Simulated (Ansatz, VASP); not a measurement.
**Tl: VASP beside Ansatz**

File INCAR:

```
ALGO = Normal
EDIFF = 1E-6
ENCUT = 520
GGA = CA
GGA_COMPAT = F
ISIF = 2
ISMEAR = -5
LASPH = T
LCHARG = F
LORBIT = 11
LORBMOM = T
LREAL = F
LSORBIT = T
LWAVE = F
MAGMOM = 0 0 0
NBANDS = 24
NELM = 150
PREC = Accurate
SIGMA = 0.05
```

File KPOINTS:

```
k-points
0
Gamma
  7 7 7
```

POSCAR

```
Tl
1.0
   -1.9559951735      1.9559951735      1.9559951735
    1.9559951735     -1.9559951735      1.9559951735
    1.9559951735      1.9559951735     -1.9559951735
Tl
1
Direct
    0.0000000000      0.0000000000      0.0000000000
```

Contents of input.yaml:

```yaml
crystal:
  lattice:
    - [-1.9559951735, 1.9559951735, 1.9559951735]
    - [1.9559951735, -1.9559951735, 1.9559951735]
    - [1.9559951735, 1.9559951735, -1.9559951735]
  atoms:
    - { symbol: Tl, position: [0.0, 0.0, 0.0] }
hamiltonian:
  xc: lda
  pseudopotentials: { kind: paw_fr }
magnetization:
  noncollinear: true
  spin_orbit: true
kpoints:
  mp_grid: { grid: [7, 7, 7] }
scf:
  occupations: { method: tetrahedron }
  n_extra_bands: 12
output:
  optics: { e_range: [0, 14], sigma: 0.05, nscf_kmesh: { grid: [10, 10, 10] } }
```

Alike in both runs: functional LDA; k mesh 7 × 7 × 7; occupations tetrahedron; non-collinear spin, spin-orbit coupling.

|  | VASP | Ansatz |
| --- | --- | --- |
| version | VASP 6.6.1 | Ansatz 0.2.0 |
| potentials or method | VASP PAW LDA potentials, release 64 (Tl_d) | Ansatz PAW |
| plane-wave cutoff (eV) | 520 | 420 |
| valence electrons in the cell | 13 | 13 |
| task | single point | optical spectrum |

|  | VASP | Ansatz | Ansatz less VASP |
| --- | --- | --- | --- |
| net moment per atom (μB) | 0.00 | 0.00 | 0.000 |

LDA's correlation is that of Perdew and Zunger in VASP and of Perdew and Wang (1992) in Ansatz.
